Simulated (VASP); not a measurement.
Here is a VASP 6.6.1 calculation.

File INCAR:

```
SYSTEM = BAs
ALGO     = Normal         ! electronic algorithm
EDIFF    = 1E-6           ! SCF threshold, eV
ENCUT    = 500            ! plane-wave cutoff, eV
GGA      = PE             ! functional
GGA_COMPAT= .False.      
ISIF     = 2              ! what is computed and relaxed
ISMEAR   = 0              ! smearing method
LASPH    = .True.         ! aspherical terms in the spheres
LCHARG   = .False.        ! write CHGCAR
LREAL    = .False.        ! projectors in reciprocal space
LWAVE    = .False.        ! write WAVECAR
NBANDS   = 11             ! bands
NELM     = 120            ! most SCF steps
PREC     = Accurate       ! precision mode
SIGMA    = 0.02           ! smearing width, eV
```

The input KPOINTS:

```
k-points
0
Gamma
  10 10 10
  0 0 0
```

Contents of POSCAR:

```
BAs
1.0
    0.0000000000      2.4046158453      2.4046158453
    2.4046158453      0.0000000000      2.4046158453
    2.4046158453      2.4046158453      0.0000000000
B As
1 1
Direct
    0.0000000000      0.0000000000      0.0000000000
    0.2500000000      0.2500000000      0.2500000000
```

Potentials or basis: VASP PAW PBE potentials, release 64 (B, As).

Run with:

```console
$ cat potpaw_PBE.64/B/POTCAR potpaw_PBE.64/As/POTCAR > POTCAR
$ mpirun -np 1 vasp_std > vasp.out
```

**Question.** Predict the pressure.

**Answer.** 0.6 GPa.

**Question.** Estimate the band gap on the k mesh.

**Answer.** 1.20 eV (least direct gap 3.25 eV).

A k mesh can miss the band edges.
